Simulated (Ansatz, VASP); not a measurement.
**One calculation of GdRe, two programs**

INCAR

```
SYSTEM = GdRe
ALGO = Normal ; EDIFF = 1E-7
ENCUT = 520 ; GGA = CA
ISIF = 2 ; ISMEAR = 0
ISPIN = 2 ; LASPH = .True.
LCHARG = .False. ; LMAXMIX = 6
LORBIT = 11 ; LREAL = .False.
LWAVE = .False. ; MAGMOM = 7 0
NBANDS = 24 ; NELM = 150
PREC = Accurate ; SIGMA = 0.05
```

KPOINTS

```
k-points
0
Gamma
  10 10 10
  0 0 0
```

File POSCAR:

```
GdRe
1.0
    3.4599047400      0.0000000000      0.0000000000
    0.0000000000      3.4599047400      0.0000000000
    0.0000000000      0.0000000000      3.4599047400
Gd Re
1 1
Direct
    0.0000000000      0.0000000000      0.0000000000
    0.5000000000      0.5000000000      0.5000000000
```

Input for Ansatz:

```yaml
crystal:
  lattice:
    - [3.45990474, 0.0, 0.0]
    - [0.0, 3.45990474, 0.0]
    - [0.0, 0.0, 3.45990474]
  atoms:
    - { symbol: Gd, position: [0.0, 0.0, 0.0], spin: 7.0 }
    - { symbol: Re, position: [0.5, 0.5, 0.5] }
basis:
  ecutwfc: 420
  ecutrho_ratio: 4
kpoints:
  mp_grid: { grid: [10, 10, 10] }
hamiltonian:
  xc: lda
scf:
  occupations: { method: gaussian, width: 0.05 }
output:
  forces: true
  stress: true
magnetization:
  spin_polarized: true
```

Alike in both runs: task single point; functional LDA; k mesh 10 × 10 × 10; occupations gaussian, width 0.05 eV; collinear spin.

|  | VASP | Ansatz |
| --- | --- | --- |
| version | VASP 6.6.1 | Ansatz 0.2.0 |
| potentials or method | VASP PAW PBE potentials, release 64 (Gd, Re), cutoff 520 eV | scalar-relativistic, plane waves, PAW |
| valence electrons in the cell | 25 | 33 |

Ansatz gave:

```
pressure (GPa)                                                : -9.6
net moment per atom (μB)                                      : 3.29
size of the moment on the site where the two differ most (μB) : 6.90
```

**Question.** Which values does VASP return?

**Answer.** Pressure (GPa): -9.0; net moment per atom (μB): 3.29; size of the moment on the site where the two differ most (μB): 6.75.

VASP's potentials were made for PBE, not for LDA. LDA's correlation is that of Perdew and Zunger in VASP and of Perdew and Wang (1992) in Ansatz. Site moments also hang on the region over which each program counts them. VASP's potentials hold 25 valence electrons a cell and Ansatz's 33, so a difference there can come from the potentials and not from the codes. Ansatz's warnings: stability check not made.

Neither program's run includes spin-orbit coupling.
